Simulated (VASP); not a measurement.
# Zr3Si2F (P6/mmm) in VASP: further runs

Zr3Si2F is run at these levels: PBE; tasks: single point, relaxation of cell and atoms.

All numbers are computed with VASP 6.6.1; they aren't measurements. Logs are shortened: lines on timing, memory, paths and dates and some standing lists are left out, and cuts for length are marked.

### Step 1. The cell of the first run

It takes space group P6/mmm (No. 191, hexagonal). The conventional cell has a = 5.382 Å, b = 5.382 Å, c = 3.573 Å, α = 90.00°, β = 90.00°, γ = 120.00°. Within 3.1 Å of Zr (site symmetry mmm) lie 4 Si at 2.37 Å and 4 Zr at 2.69 Å. Within 3.2 Å of Si (site symmetry -6m2) lie 6 Zr at 2.37 Å and 3 Si at 3.11 Å and 3 F at 3.11 Å. Within 4.1 Å of F (site symmetry 6/mmm) lie 6 Si at 3.11 Å and 12 Zr at 3.23 Å and 2 F at 3.57 Å.

The cell was generated, and may not be a known phase.

### Step 2. Single point, PBE

INCAR reads:

```
PREC     = Accurate       # precision mode
ENCUT    = 520            # plane-wave cutoff, eV
EDIFF    = 1E-7           # SCF threshold, eV
ISMEAR   = 0              # smearing method
SIGMA    = 0.1            # smearing width, eV
LREAL    = F              # projectors in reciprocal space
LASPH    = T              # aspherical terms in the spheres
NELM     = 60             # most SCF steps
ALGO     = Normal         # electronic algorithm
ISIF     = 2              # what is computed and relaxed
LWAVE    = F              # write WAVECAR
LCHARG   = F              # write CHGCAR
GGA      = PE             # functional
NBANDS   = 34             # bands
```

KPOINTS reads:

```
regular mesh
0
Gamma
  6 6 6
```

POSCAR reads:

```
Zr3Si2F
1.0
    5.3824507400      0.0000000000      0.0000000000
   -2.6912253700      4.6613390700      0.0000000000
    0.0000000000      0.0000000000      3.5733402500
Zr Si F
3 2 1
Direct
    0.0000000000      0.5000000000      0.5000000000
    0.5000000000      0.5000000000      0.5000000000
    0.5000000000      0.0000000000      0.5000000000
    0.6666666700      0.3333333300      0.0000000000
    0.3333333300      0.6666666700      0.0000000000
    0.0000000000      0.0000000000      0.0000000000
```

Potentials or basis: VASP PAW PBE potentials, release 64 (Zr_sv, Si, F).

On the command line:

```bash
> cat potpaw_PBE.64/Zr_sv/POTCAR potpaw_PBE.64/Si/POTCAR potpaw_PBE.64/F/POTCAR > POTCAR
> mpirun -np 1 vasp_std > vasp.out
```

OUTCAR:

```text
PREC = Accurate
   ENCUT = 520
   EDIFF = 1E-7
   ISMEAR = 0
   LREAL = F
   LASPH = T
   NELM = 60
   ISIF = 2
   GGA = PE

 ion  position               nearest neighbor table
   1  0.000  0.500  0.500-   4 2.37   5 2.37   4 2.37   5 2.37   3 2.69   3 2.69   2 2.69   2 2.69

   2  0.500  0.500  0.500-   4 2.37   5 2.37   4 2.37   5 2.37   3 2.69   3 2.69   1 2.69   1 2.69

   3  0.500  0.000  0.500-   4 2.37   5 2.37   4 2.37   5 2.37   1 2.69   2 2.69   2 2.69   1 2.69

   4  0.667  0.333  0.000-   3 2.37   3 2.37   1 2.37   1 2.37   2 2.37   2 2.37   5 3.11   5 3.11
                             5 3.11
   5  0.333  0.667  0.000-   3 2.37   3 2.37   1 2.37   1 2.37   2 2.37   2 2.37   4 3.11   4 3.11
                             4 3.11
   6  0.000  0.000  0.000-

  LATTYP: Found a hexagonal cell.
 ALAT       =     5.3824507400
 C/A-ratio  =     0.6638872184

  Lattice vectors:

 A1 = (   5.3824507400,   0.0000000000,   0.0000000000)
 A2 = (  -2.6912253700,   4.6613390700,   0.0000000000)
 A3 = (   0.0000000000,   0.0000000000,   3.5733402500)

Analysis of symmetry for initial positions (statically):
=====================================================================
 Subroutine PRICEL returns:
 Original cell was already a primitive cell.

 Routine SETGRP: Setting up the symmetry group for a
 hexagonal supercell.

 Subroutine GETGRP returns: Found 24 space group operations
 (whereof 24 operations were pure point group operations)
 out of a pool of 24 trial point group operations.

The static configuration has the point symmetry D_6h.

Analysis of symmetry for dynamics (positions and initial velocities):
=====================================================================
 Subroutine PRICEL returns:
 Original cell was already a primitive cell.

 Routine SETGRP: Setting up the symmetry group for a
 hexagonal supercell.

 Subroutine GETGRP returns: Found 24 space group operations
 (whereof 24 operations were pure point group operations)
 out of a pool of 24 trial point group operations.

The dynamic configuration has the point symmetry D_6h.

 Subroutine INISYM returns: Found 24 space group operations
 (whereof 24 operations are pure point group operations),
 and found     1 'primitive' translations

----------------------------------------------------------------------------------------

                                     Primitive cell

  volume of cell :      89.6531

[... 99 lines left out ...]
   NSW    =      0    number of steps for IOM
   IBRION =     -1    ionic relax: 0-MD 1-quasi-New 2-CG
   NFREE  =      0    steps in history (QN), initial steepest desc. (CG)
   ISIF   =      2    stress and relaxation
   ISYM   =      2    0-nonsym 1-usesym 2-fastsym
   POTIM  = 0.5000    time-step for ionic-motion
   TEBEG  =    0.0;   TEEND  =   0.0 temperature during run
   PSTRESS=    0.0 pullay stress
   NELECT =      51.0000    total number of electrons
   NUPDOWN=      -1.0000    fix difference up-down
   EMIN   =  10.00;   EMAX   =-10.00  energy-range for DOS
   EFERMI =   0.00;   METHOD = LEGACY
   ISMEAR =     0;   SIGMA  =   0.10  broadening in eV -4-tet -1-fermi 0-gaus
   EFERMI_NEDOS =   21; number of points for ismear=-14 and -15
   IALGO  =     38    algorithm
   IMIX   =      4    mixing-type and parameters
     AMIX     =   0.40;   BMIX     =  1.00
     AMIX_MAG =   1.60;   BMIX_MAG =  1.00
  volume/ion in A,a.u.               =      14.94       100.83
  Fermi-wavevector in a.u.,A,eV,Ry     =   1.356469  2.563355 25.034828  1.840008
  Thomas-Fermi vector in A             =   2.483469
   LORBIT       =      0    0 simple, 1 ext, 2 COOP (PROOUT), +10 PAW based schemes
   GGA     = PE    functional components
   LHFCALC =     F    Hartree Fock is set to
   AEXX    =    0.0000 exact exchange contribution
   IVDW    =     0    specifies the selected vdW correction
   LEPSILON=     F    determine dielectric tensor
   LRPA    =     F    only Hartree local field effects (RPA)
 non-spin polarized calculation
 Gauss-broadening in eV      SIGMA  =   0.10
  energy-cutoff  :      520.00
  volume of cell :       89.65
 maximum number of plane-waves:      2436
   NGX = 21   NGY = 21   NGZ = 13

 number of electron      51.0000013 magnetization

 Free energy of the ion-electron system (eV)
  ---------------------------------------------------
  ext. energy  EPLUGINS =         0.00000000
  ---------------------------------------------------
  free energy    TOTEN  =       -31.33918177 eV

  energy without entropy =      -31.32581266  energy(sigma->0) =      -31.33249721

 E-fermi :  10.0529     XC(G=0): -11.5332

 val. band max:        9.9717606113   @ k =   0.5000  -0.0000   0.0000
 cond. band min:      10.0579823618   @ k =   0.0000   0.0000   0.5000
 fundamental gap:      0.0862217505
 Fermi energy:        10.0529411900

 k-point     1 :       0.0000    0.0000    0.0000
  band No.  band energies     occupation
      1     -38.0939      2.00000
      2     -37.5729      2.00000
      3     -37.5729      2.00000
      4     -18.0720      2.00000
      5     -16.7833      2.00000
      6     -16.7833      2.00000
[... 877 lines left out ...]
     33      13.3789      0.00000
     34      13.7850      0.00000

 [... further k-points ...]

------------------------ aborting loop because EDIFF is reached ----------------------------------------

  FORCE on cell =-STRESS in cart. coord.  units (eV):
  Direction    XX          YY          ZZ          XY          YZ          ZX
  --------------------------------------------------------------------------------------
  -------------------------------------------------------------------------------------
  Total       37.9443535     37.9443534     43.3881484      0.0000000      0.0000000     -0.0000000
  in kB      678.0982280    678.0982264    775.3835256      0.0000000      0.0000000     -0.0000000
  external PRESSURE =     710.5266600 kB  Pullay stress =       0.0000000 kB

 VOLUME and BASIS-vectors are now :
 -----------------------------------------------------------------------------
  energy-cutoff  :      520.00
  volume of cell :       89.65
      direct lattice vectors                 reciprocal lattice vectors
     5.382450740  0.000000000  0.000000000     0.185788974  0.107265314  0.000000000
    -2.691225370  4.661339070  0.000000000     0.000000000  0.214530628  0.000000000
     0.000000000  0.000000000  3.573340250     0.000000000  0.000000000  0.279850205

 POSITION                                       TOTAL-FORCE (eV/Angst)
 -----------------------------------------------------------------------------------
     -1.34561      2.33067      1.78667        -0.000000      0.000000      0.000000
      1.34561      2.33067      1.78667        -0.000000      0.000000      0.000000
      2.69123      0.00000      1.78667        -0.000000      0.000000      0.000000
      2.69123      1.55378      0.00000         0.000000      0.000000      0.000000
     -0.00000      3.10756      0.00000        -0.000000      0.000000      0.000000
      0.00000      0.00000      0.00000        -0.000000      0.000000      0.000000
 -----------------------------------------------------------------------------------
    total drift:                               -0.000000      0.000000     -0.000000

  FREE ENERGIE OF THE ION-ELECTRON SYSTEM (eV)
  ---------------------------------------------------
  free  energy   TOTEN  =       -31.3391817707 eV

  energy  without entropy=      -31.3258126577  energy(sigma->0) =      -31.33249721
```

It took 91 s on 1 thread of Intel Xeon Platinum 8259CL at 2.50GHz (Skylake/Cascade Lake), shared host; peak memory 0.23 GiB.

Results:

```
Free energy            : -31.3392 eV
Pressure               : 71.1 GPa
Band gap on the k mesh : zero (an odd number of electrons rules out a gap without spin polarisation)
```

Levels at points of the mesh, in eV from the Fermi level:
```csv
k point,band 22,band 23,band 24,band 25,band 26,band 27,band 28,band 29
"(0.00, 0.00, 0.00)",-3.79,-1.60,-1.55,-1.55,-0.11,-0.11,1.64,1.64
"(0.50, 0.00, 0.00)",-2.16,-1.93,-1.38,-0.08,0.32,1.04,1.23,1.37
"(0.00, 0.00, 0.50)",-1.64,-1.64,-0.52,-0.52,0.01,1.61,1.87,2.93
"(0.50, 0.00, 0.50)",-1.37,-1.11,-0.91,-0.78,1.36,1.40,1.67,1.83
```

Caveat: the stress differs along the axes, from 68 to 78 GPa; an odd number of electrons without spin polarisation forces a metal; a magnetic or distorted state may lie lower.

### Step 3. Single point, PBE

This run uses another cell than the first one, of 23.68 Å³/atom.

INCAR reads:

```
  PREC = Accurate
  ENCUT = 520
  EDIFF = 1E-6
  ISMEAR = 0
  SIGMA = 0.1
  LREAL = False
  LASPH = True
  NELM = 80
  ALGO = Normal
  ISIF = 2
  LWAVE = False
  LCHARG = True
  GGA = PE
  LELF = True
  LVHAR = True
  NBANDS = 34
```

KPOINTS is that of step 2.

POSCAR reads:

```
Zr3Si2F
1.0
    6.6430350174      0.0000000000      0.0000000000
   -3.3215175087      5.7530370833      0.0000000000
    0.0000000000      0.0000000000      3.7181784621
Zr Si F
3 2 1
Direct
    0.0000000000      0.5000000000      0.5000000000
    0.5000000000      0.5000000000      0.5000000000
    0.5000000000      0.0000000000      0.5000000000
    0.6666666667      0.3333333333      0.0000000000
    0.3333333333      0.6666666667      0.0000000000
    0.0000000000      0.0000000000      0.0000000000
```

Potentials or basis: VASP PAW PBE potentials, release 64 (Zr_sv, Si, F).

On the command line:

```bash
> cat potpaw_PBE.64/Zr_sv/POTCAR potpaw_PBE.64/Si/POTCAR potpaw_PBE.64/F/POTCAR > POTCAR
> mpirun -np 1 vasp_std > vasp.out
```

It took 1.9 min on 1 thread of Intel Xeon Platinum 8259CL at 2.50GHz (Skylake/Cascade Lake), shared host; peak memory 0.31 GiB.

The run converged. Its results:

| Quantity | Value |
| --- | --- |
| Free energy | -39.7928 eV |
| Pressure | 0.0 GPa |
| Band gap on the k mesh | zero (an odd number of electrons rules out a gap without spin polarisation) |

Stress tensor (GPa, compression positive):
```
 0.02  0.00  0.00
 0.00  0.02  0.00
 0.00  0.00 -0.08
```

Levels at points of the mesh, in eV from the Fermi level:
```tsv
k point	band 22	band 23	band 24	band 25	band 26	band 27	band 28	band 29
(0.00, 0.00, 0.00)	-1.85	-0.70	-0.70	-0.58	0.23	0.23	0.87	0.87
(0.50, 0.00, 0.00)	-1.68	-1.20	-0.94	-0.90	0.00	0.41	0.78	1.10
(0.00, 0.00, 0.50)	-1.10	-0.87	-0.87	-0.60	-0.60	0.41	1.11	1.11
(0.50, 0.00, 0.50)	-1.70	-1.06	-1.05	-0.39	0.63	0.67	1.00	1.35
```

Caveat: an odd number of electrons without spin polarisation forces a metal; a magnetic or distorted state may lie lower.

[end of part 1 of 2]

The gap in the log of VASP goes by the Fermi energy; the results here count the filled bands.